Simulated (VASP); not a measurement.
# MgPb2Se3 (Cmmm) in VASP: further runs

MgPb2Se3 is run at these levels: PBEsol, r2SCAN+rVV10; tasks: single point, relaxation of cell and atoms.

Everything below comes from runs of VASP 6.6.1. Logs are shortened: lines on timing, memory, paths and dates and some standing lists are left out, and cuts for length are marked.

## 1. The cell of the first run

The structure is orthorhombic, space group Cmmm (No. 65). The conventional cell has a = 7.330 Å, b = 10.551 Å, c = 4.780 Å, α = 90.00°, β = 90.00°, γ = 90.00°. Mg (site symmetry mmm) has 2 Se at 2.39 Å within 3.2 Å. Pb (site symmetry 2/m) has 6 Se at 3.02 to 3.21 Å and 2 Pb at 3.67 Å and 4 Mg at 4.00 Å within 4.1 Å. Se (site symmetry m2m) has 1 Mg at 2.39 Å and 4 Pb at 3.02 Å within 3.2 Å. Within 4.2 Å of Se (site symmetry mmm) lie 4 Pb at 3.21 Å and 4 Se at 3.75 Å.

## 2. Single point, PBEsol

Contents of INCAR:

```
SYSTEM = MgPb2Se3
PREC = Accurate
ENCUT = 520
EDIFF = 1E-7
ISMEAR = -1
SIGMA = 0.03
LREAL = .FALSE.
LASPH = .TRUE.
NELM = 60
ALGO = Normal
ISIF = 2
LWAVE = .FALSE.
LCHARG = .TRUE.
GGA = PS
LELF = .TRUE.
LVHAR = .TRUE.
NBANDS = 33
```

Contents of KPOINTS:

```
Automatic mesh
0
G
  4 4 4
  0 0 0
```

Contents of POSCAR:

```
MgPb2Se3
1.0
    3.6651448156     -5.2753280509      0.0000000000
    3.6651448156      5.2753280509      0.0000000000
    0.0000000000      0.0000000000      4.7796735838
Mg Pb Se
1 2 3
Direct
    0.0000000000      0.0000000000      0.0000000000
    0.5000000000      0.0000000000      0.5000000000
    0.0000000000      0.5000000000      0.5000000000
    0.7736459130      0.2263540870      0.0000000000
    0.2263540870      0.7736459130      0.0000000000
    0.5000000000      0.5000000000      0.5000000000
```

Potentials or basis: VASP PAW PBE potentials, release 64 (Mg, Pb_d, Se).

The run is started by

```console
$ cat potpaw_PBE.64/Mg/POTCAR potpaw_PBE.64/Pb_d/POTCAR potpaw_PBE.64/Se/POTCAR > POTCAR
$ mpirun -np 1 vasp_std > vasp.out
```

OUTCAR:

```text
SYSTEM = MgPb2Se3
   PREC = Accurate
   ENCUT = 520
   EDIFF = 1E-7
   ISMEAR = -1
   LREAL = .FALSE.
   LASPH = .TRUE.
   NELM = 60
   ISIF = 2
   GGA = PS

 ion  position               nearest neighbor table
   1  0.000  0.000  0.000-   4 2.39   5 2.39
   2  0.500  0.000  0.500-   4 3.02   5 3.02   4 3.02   5 3.02   6 3.21   6 3.21   3 3.67   3 3.67

   3  0.000  0.500  0.500-   4 3.02   5 3.02   4 3.02   5 3.02   6 3.21   6 3.21   2 3.67   2 3.67

   4  0.774  0.226  0.000-   1 2.39   2 3.02   3 3.02   2 3.02   3 3.02
   5  0.226  0.774  0.000-   1 2.39   2 3.02   3 3.02   2 3.02   3 3.02
   6  0.500  0.500  0.500-   2 3.21   3 3.21   2 3.21   3 3.21

  LATTYP: Found a base centered orthorhombic cell.
 ALAT       =     7.3302896312
 B/A-ratio  =     1.4393232236
 C/A-ratio  =     0.6520443017

  Lattice vectors:

 A1 = (   3.6651448156,  -5.2753280509,   0.0000000000)
 A2 = (   3.6651448156,   5.2753280509,   0.0000000000)
 A3 = (   0.0000000000,   0.0000000000,   4.7796735838)

Analysis of symmetry for initial positions (statically):
=====================================================================
 Subroutine PRICEL returns:
 Original cell was already a primitive cell.

 Routine SETGRP: Setting up the symmetry group for a
 base centered orthorhombic supercell.

 Subroutine GETGRP returns: Found  8 space group operations
 (whereof  8 operations were pure point group operations)
 out of a pool of  8 trial point group operations.

The static configuration has the point symmetry D_2h.

Analysis of symmetry for dynamics (positions and initial velocities):
=====================================================================
 Subroutine PRICEL returns:
 Original cell was already a primitive cell.

 Routine SETGRP: Setting up the symmetry group for a
 base centered orthorhombic supercell.

 Subroutine GETGRP returns: Found  8 space group operations
 (whereof  8 operations were pure point group operations)
 out of a pool of  8 trial point group operations.

The dynamic configuration has the point symmetry D_2h.

 Subroutine INISYM returns: Found  8 space group operations
 (whereof  8 operations are pure point group operations),
 and found     1 'primitive' translations

----------------------------------------------------------------------------------------

                                     Primitive cell

  volume of cell :     184.8285
[... 93 lines left out ...]
   EDIFF  = 0.1E-06   stopping-criterion for ELM
   LREAL  =      F    real-space projection
   EDIFFG = 0.1E-05   stopping-criterion for IOM
   NSW    =      0    number of steps for IOM
   IBRION =     -1    ionic relax: 0-MD 1-quasi-New 2-CG
   NFREE  =      0    steps in history (QN), initial steepest desc. (CG)
   ISIF   =      2    stress and relaxation
   ISYM   =      2    0-nonsym 1-usesym 2-fastsym
   POTIM  = 0.5000    time-step for ionic-motion
   TEBEG  =    0.0;   TEEND  =   0.0 temperature during run
   PSTRESS=    0.0 pullay stress
   NELECT =      48.0000    total number of electrons
   NUPDOWN=      -1.0000    fix difference up-down
   EMIN   =  10.00;   EMAX   =-10.00  energy-range for DOS
   EFERMI =   0.00;   METHOD = LEGACY
   ISMEAR =    -1;   SIGMA  =   0.03  broadening in eV -4-tet -1-fermi 0-gaus
   EFERMI_NEDOS =   21; number of points for ismear=-14 and -15
   IALGO  =     38    algorithm
   IMIX   =      4    mixing-type and parameters
     AMIX     =   0.40;   BMIX     =  1.00
     AMIX_MAG =   1.60;   BMIX_MAG =  1.00
  volume/ion in A,a.u.               =      30.80       207.88
  Fermi-wavevector in a.u.,A,eV,Ry     =   1.044477  1.973776 14.843039  1.090933
  Thomas-Fermi vector in A             =   2.179232
   LORBIT       =      0    0 simple, 1 ext, 2 COOP (PROOUT), +10 PAW based schemes
   GGA     = PS    functional components
   LHFCALC =     F    Hartree Fock is set to
   AEXX    =    0.0000 exact exchange contribution
   IVDW    =     0    specifies the selected vdW correction
   LEPSILON=     F    determine dielectric tensor
   LRPA    =     F    only Hartree local field effects (RPA)
 non-spin polarized calculation
  energy-cutoff  :      520.00
  volume of cell :      184.83
 maximum number of plane-waves:      5008
   NGX = 23   NGY = 23   NGZ = 17

 number of electron      48.0000010 magnetization

 Free energy of the ion-electron system (eV)
  ---------------------------------------------------
  ext. energy  EPLUGINS =         0.00000000
  ---------------------------------------------------
  free energy    TOTEN  =       -22.92010133 eV

  energy without entropy =      -22.91641322  energy(sigma->0) =      -22.91825727

 E-fermi :   3.1203     XC(G=0):  -8.8130

 val. band max:        3.0949351743   @ k =   0.0000   0.0000   0.0000
 cond. band min:       3.2177557302   @ k =  -0.2500   0.2500   0.5000
 fundamental gap:      0.1228205559
 Fermi energy:         3.1203350590

 k-point     1 :       0.0000    0.0000    0.0000
  band No.  band energies     occupation
      1     -13.7726      2.00000
      2     -13.7459      2.00000
      3     -13.7262      2.00000
      4     -13.6886      2.00000
      5     -13.6842      2.00000
      6     -13.6763      2.00000
[... 745 lines left out ...]
     32       8.3170      0.00000
     33       8.8514      0.00000

------------------------ aborting loop because EDIFF is reached ----------------------------------------

  FORCE on cell =-STRESS in cart. coord.  units (eV):
  Direction    XX          YY          ZZ          XY          YZ          ZX
  --------------------------------------------------------------------------------------
  -------------------------------------------------------------------------------------
  Total        0.0111677      0.0394907      0.0014531      0.0000000      0.0000000      0.0000000
  in kB        0.0968064      0.3423232      0.0125958      0.0000000      0.0000000      0.0000000
  external PRESSURE =       0.1505751 kB  Pullay stress =       0.0000000 kB

 VOLUME and BASIS-vectors are now :
 -----------------------------------------------------------------------------
  energy-cutoff  :      520.00
  volume of cell :      184.83
      direct lattice vectors                 reciprocal lattice vectors
     3.665144816 -5.275328051  0.000000000     0.136420258 -0.094780835  0.000000000
     3.665144816  5.275328051  0.000000000     0.136420258  0.094780835  0.000000000
     0.000000000  0.000000000  4.779673584     0.000000000  0.000000000  0.209219308

 POSITION                                       TOTAL-FORCE (eV/Angst)
 -----------------------------------------------------------------------------------
      0.00000      0.00000      0.00000        -0.000000     -0.000000      0.000000
      1.83257     -2.63766      2.38984         0.000000     -0.000000      0.000000
      1.83257      2.63766      2.38984        -0.000000     -0.000000      0.000000
      3.66514     -2.88714      0.00000        -0.000000      0.010730      0.000000
      3.66514      2.88714      0.00000        -0.000000     -0.010730      0.000000
      3.66514      0.00000      2.38984        -0.000000     -0.000000      0.000000
 -----------------------------------------------------------------------------------
    total drift:                                0.000000      0.000000     -0.000000

  FREE ENERGIE OF THE ION-ELECTRON SYSTEM (eV)
  ---------------------------------------------------
  free  energy   TOTEN  =       -22.9201013315 eV

  energy  without entropy=      -22.9164132162  energy(sigma->0) =      -22.91825727
```

OSZICAR:

```text
N       E                     dE             d eps       ncg     rms          rms(c)
DAV:   1     0.456087480931E+03    0.45609E+03   -0.20845E+04  1386   0.137E+03
DAV:   2     0.316913405817E+02   -0.42440E+03   -0.40391E+03  1436   0.356E+02
DAV:   3    -0.220703275681E+02   -0.53762E+02   -0.51124E+02  1906   0.141E+02
DAV:   4    -0.245023311838E+02   -0.24320E+01   -0.24164E+01  1652   0.336E+01
DAV:   5    -0.245924596753E+02   -0.90128E-01   -0.90081E-01  1915   0.700E+00    0.553E+00
DAV:   6    -0.230112965575E+02    0.15812E+01   -0.18925E+00  1874   0.902E+00    0.311E+00
DAV:   7    -0.229375234086E+02    0.73773E-01   -0.47799E-01  1579   0.283E+00    0.177E+00
DAV:   8    -0.229337789674E+02    0.37444E-02   -0.93357E-02  1693   0.221E+00    0.488E-01
DAV:   9    -0.229206877163E+02    0.13091E-01   -0.17668E-02  1618   0.856E-01    0.257E-01
DAV:  10    -0.229197963447E+02    0.89137E-03   -0.69692E-03  1545   0.412E-01    0.123E-01
DAV:  11    -0.229200874727E+02   -0.29113E-03   -0.76997E-04  1619   0.142E-01    0.385E-02
DAV:  12    -0.229201011986E+02   -0.13726E-04   -0.97587E-05  1667   0.603E-02    0.148E-02
DAV:  13    -0.229201022259E+02   -0.10272E-05   -0.21480E-05  1668   0.330E-02    0.893E-03
DAV:  14    -0.229201015340E+02    0.69183E-06   -0.41434E-06  1748   0.116E-02    0.251E-03
DAV:  15    -0.229201013107E+02    0.22329E-06   -0.14215E-06  1560   0.460E-03    0.157E-03
DAV:  16    -0.229201013315E+02   -0.20787E-07   -0.19629E-07  1239   0.229E-03
   1 F= -.22920101E+02 E0= -.22918257E+02  d E =-.368812E-02
```

It took 71 s on 1 thread of Intel Xeon 6975P-C (Granite Rapids), shared host; peak memory 0.34 GiB.

What came out:

| Quantity | Value |
| --- | --- |
| Free energy | -22.9201 eV |
| Pressure | 0.0 GPa |
| Largest force | 0.011 eV/Å |
| Band gap on the k mesh | zero (bands 24 and 25 overlap by 0.23 eV) |

Forces in eV/Å, atoms in the order of the input:
```
Mg   0.000  0.000  0.000
Pb   0.000  0.000  0.000
Pb   0.000  0.000  0.000
Se   0.000  0.011  0.000
Se   0.000 -0.011  0.000
Se   0.000  0.000  0.000
```

Levels at points of the mesh, in eV from the Fermi level:
| k point | band 21 | band 22 | band 23 | band 24 | band 25 | band 26 | band 27 | band 28 |
| --- | --- | --- | --- | --- | --- | --- | --- | --- |
| (0.00, 0.00, 0.00) | -1.59 | -1.42 | -1.31 | -0.03 | 0.14 | 1.26 | 1.58 | 3.00 |
| (0.50, 0.00, 0.00) | -2.01 | -1.46 | -0.36 | -0.10 | 1.21 | 1.56 | 2.20 | 3.10 |
| (0.50, 0.50, 0.00) | -1.39 | -0.92 | -0.52 | -0.22 | -0.13 | 1.07 | 1.19 | 1.63 |
| (0.00, 0.00, 0.50) | -2.18 | -1.11 | -0.87 | -0.07 | 1.60 | 2.09 | 2.64 | 2.73 |
| (0.50, 0.00, 0.50) | -2.32 | -2.30 | -0.48 | -0.39 | 1.00 | 2.19 | 2.57 | 3.64 |
| (0.50, 0.50, 0.50) | -0.70 | -0.50 | -0.34 | -0.25 | 0.41 | 1.56 | 2.14 | 3.46 |

Caveat: semilocal functionals underestimate gaps, so a narrow gap can read as zero; the PAW data sets were made with another functional, which shifts forces and pressure a little; spin-orbit coupling is left out, which moves the levels of the heavy elements.

## 3. Single point, r2SCAN+rVV10

This run uses another cell than the first one, of 31.76 Å³/atom.

Contents of POSCAR:

```
MgPb2Se3
1.0
    3.6915980479     -5.3661621330      0.0000000000
    3.6915980479      5.3661621330      0.0000000000
    0.0000000000      0.0000000000      4.8096472057
Mg Pb Se
1 2 3
Direct
    0.0000000000      0.0000000000      0.0000000000
    0.5000000000      0.0000000000      0.5000000000
    0.0000000000      0.5000000000      0.5000000000
    0.7794175978      0.2205824022      0.0000000000
    0.2205824022      0.7794175978      0.0000000000
    0.5000000000      0.5000000000      0.5000000000
```

Contents of INCAR.step1:

```
SYSTEM = MgPb2Se3
PREC = Accurate
ENCUT = 520
ISMEAR = -1
SIGMA = 0.03
LREAL = .FALSE.
LASPH = .TRUE.
NELM = 60
NBANDS = 33
GGA = PE
ALGO = Normal
EDIFF = 1E-4
LWAVE = .TRUE.
LCHARG = .FALSE.
```

Contents of INCAR.step2:

```
SYSTEM = MgPb2Se3
PREC = Accurate
ENCUT = 520
EDIFF = 1E-7
ISMEAR = -1
SIGMA = 0.03
LREAL = .FALSE.
LASPH = .TRUE.
NELM = 60
ALGO = Normal
ISIF = 2
LWAVE = .FALSE.
LCHARG = .FALSE.
METAGGA = R2SCAN
LMIXTAU = .TRUE.
LUSE_VDW = .TRUE.
IVDW_NL = 2
BPARAM = 11.95
CPARAM = 0.0093
NBANDS = 33
ISTART = 1
```

Contents of KPOINTS:

```
regular mesh
0
G
  4 4 6
  0 0 0
```

Potentials or basis: VASP PAW PBE potentials, release 64 (Mg, Pb_d, Se).

The run is started by

```console
$ cat potpaw_PBE.64/Mg/POTCAR potpaw_PBE.64/Pb_d/POTCAR potpaw_PBE.64/Se/POTCAR > POTCAR
$ cp INCAR.step1 INCAR
$ mpirun -np 1 vasp_std > vasp.out
$ cp INCAR.step2 INCAR
$ mpirun -np 1 vasp_std > vasp.out
```

Wall time 5.3 min (1 thread of Intel Xeon 6975P-C (Granite Rapids), shared host); peak memory 0.71 GiB.

It converged, with:

| Property | Result |
| --- | --- |
| Free energy | -160.6387 eV |
| Pressure | 0.1 GPa |
| Largest force | 0.019 eV/Å |
| Band gap on the k mesh | zero (bands 24 and 25 overlap by 0.24 eV) |

Forces on the atoms (eV/Å):
```
Mg   0.000  0.000  0.000
Pb   0.000  0.000  0.000
Pb   0.000  0.000  0.000
Se   0.000 -0.019  0.000
Se   0.000  0.019  0.000
Se   0.000  0.000  0.000
```

Stress tensor (GPa, compression positive):
```
0.14 0.00 0.00
0.00 0.00 0.00
0.00 0.00 0.13
```

Levels at points of the mesh, in eV from the Fermi level:
```tsv
k point	band 21	band 22	band 23	band 24	band 25	band 26	band 27	band 28
(0.00, 0.00, 0.00)	-1.53	-1.51	-1.38	-0.01	0.20	1.58	2.01	3.35
(0.50, 0.00, 0.00)	-2.07	-1.52	-0.39	-0.08	1.47	1.76	2.39	3.48
(0.50, 0.50, 0.00)	-1.58	-0.69	-0.56	-0.21	-0.18	1.41	1.50	1.91
(0.00, 0.00, 0.50)	-2.11	-1.08	-1.02	-0.25	1.93	2.44	2.79	3.22
(0.50, 0.00, 0.50)	-2.40	-2.40	-0.50	-0.45	1.28	2.46	2.99	3.80
(0.50, 0.50, 0.50)	-0.83	-0.53	-0.37	0.06	0.38	1.74	2.54	3.89
```

Caveat: semilocal functionals underestimate gaps, so a narrow gap can read as zero; the PAW data sets were made with another functional, which shifts forces and pressure a little; spin-orbit coupling is left out, which moves the levels of the heavy elements.

[end of part 1 of 2]
